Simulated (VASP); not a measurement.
Here is a VASP 6.6.1 calculation.

Contents of INCAR:

```
SYSTEM = ZnCu
  PREC = Accurate
  ENCUT = 520
  EDIFF = 1E-6
  ISMEAR = -1
  SIGMA = 0.05
  LREAL = .FALSE.
  LASPH = .TRUE.
  NELM = 100
  ALGO = Normal
  ISIF = 2
  LWAVE = .FALSE.
  LCHARG = .FALSE.
  GGA = PS
  NBANDS = 18
```

File KPOINTS:

```
Automatic mesh
0
G
  9 9 9
  0 0 0
```

POSCAR

```
ZnCu
1.0
    2.8848810902      0.0000000000      0.0000000000
    0.0000000000      2.8848810902      0.0000000000
    0.0000000000      0.0000000000      2.8848810902
Zn Cu
1 1
Direct
    0.5000000000      0.5000000000      0.5000000000
    0.0000000000      0.0000000000      0.0000000000
```

Potentials or basis: VASP PAW PBE potentials, release 64 (Zn, Cu).

Command:

```sh
$ cat potpaw_PBE.64/Zn/POTCAR potpaw_PBE.64/Cu/POTCAR > POTCAR
$ mpirun -np 1 vasp_std > vasp.out
```

What does it give for the pressure?

4.5 GPa.

Caveat: the PAW data sets were made with another functional, which shifts forces and pressure a little.
